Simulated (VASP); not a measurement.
Runs of VASP 6.6.1 on Au. The structure is that of space group Fd-3m (No. 227), or close to it. The cells are those of the table. This isn't the form of Au at room conditions, which is fcc.

```tsv
task	cell	k mesh	cutoff (eV)	gap on the mesh (eV)	pressure (GPa)
relaxation of cell and atoms	relaxed from a = 4.016 Å, angles 60.0°, 2 atoms	10 × 10 × 10	600	none	0.1
single point	a = 4.209 Å, angles 60.0°, 2 atoms	15 × 15 × 15	520	none	0.2
single point	a = 4.152 Å, angles 60.0°, 2 atoms	10 × 10 × 10	520	none	(b)
single point	a = 4.209 Å, angles 60.0°, 2 atoms	10 × 10 × 10	520	none	0.2
single point	a = 4.094 Å, angles 60.0°, 2 atoms	10 × 10 × 10	520	none	(a)
single point	a = 4.371 Å, angles 60.0°, 2 atoms	10 × 10 × 10	520	none	-6.4
single point	a = 4.319 Å, angles 60.0°, 2 atoms	10 × 10 × 10	520	none	-4.8
single point	a = 4.265 Å, angles 60.0°, 2 atoms	10 × 10 × 10	520	none	-2.6
single point	a = 4.034 Å, angles 60.0°, 2 atoms	10 × 10 × 10	520	none	14.9
```

Alike in all rows: level LDA; potentials or basis VASP PAW LDA potentials, release 64 (Au); no spin polarisation; smearing fermi-dirac 0.1 eV.

**Question.** Fill in the values left out.

**Answer.** (a) 8.7; (b) 3.9.

Caveats: spin-orbit coupling is left out, which moves the levels of the heavy elements; the cell stands under pressure (at least some runs); the cell stands under tension (at least some runs).

A k mesh can miss the band edges, and the runs leave out spin-orbit coupling on Au.

A gap of «none» marks levels without a gap at the run's occupations.
